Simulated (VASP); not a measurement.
Here is a VASP 6.6.1 calculation.

Contents of INCAR:

```
SYSTEM = Al
PREC     = Accurate       ! precision mode
ENCUT    = 520            ! plane-wave cutoff, eV
EDIFF    = 1E-6           ! SCF threshold, eV
ISMEAR   = -1             ! smearing method
SIGMA    = 0.05           ! smearing width, eV
LREAL    = .False.        ! projectors in reciprocal space
LASPH    = .True.         ! aspherical terms in the spheres
NELM     = 100            ! most SCF steps
ALGO     = Normal         ! electronic algorithm
ISIF     = 2              ! what is computed and relaxed
LWAVE    = .False.        ! write WAVECAR
LCHARG   = .True.         ! write CHGCAR
GGA      = PS             ! functional
LELF     = .True.         ! ELF
LVHAR    = .True.       
NBANDS   = 10             ! bands
```

Contents of KPOINTS:

```
Automatic mesh
0
Gamma
  11 11 6
  0 0 0
```

The input POSCAR:

```
Al
1.0
    2.6339433320      0.0000000000      0.0000000000
   -1.3169716660      2.2810618376      0.0000000000
    0.0000000000      0.0000000000      4.3116393515
Al
2
Direct
    0.3333333333      0.6666666667      0.2500000000
    0.6666666667      0.3333333333      0.7500000000
```

Potentials or basis: VASP PAW PBE potentials, release 64 (Al).

The run is started by

```console
$ cat potpaw_PBE.64/Al/POTCAR > POTCAR
$ mpirun -np 1 vasp_std > vasp.out
```

**Question.** What does it give for the pressure?

**Answer.** 30.2 GPa.

**Question.** What does it give for the band gap on the k mesh?

**Answer.** Zero (band 3 reaches 15.20 eV, above the bottom of band 4 at 7.36 eV).

Caveat: the PAW data sets were made with another functional, which shifts forces and pressure a little.
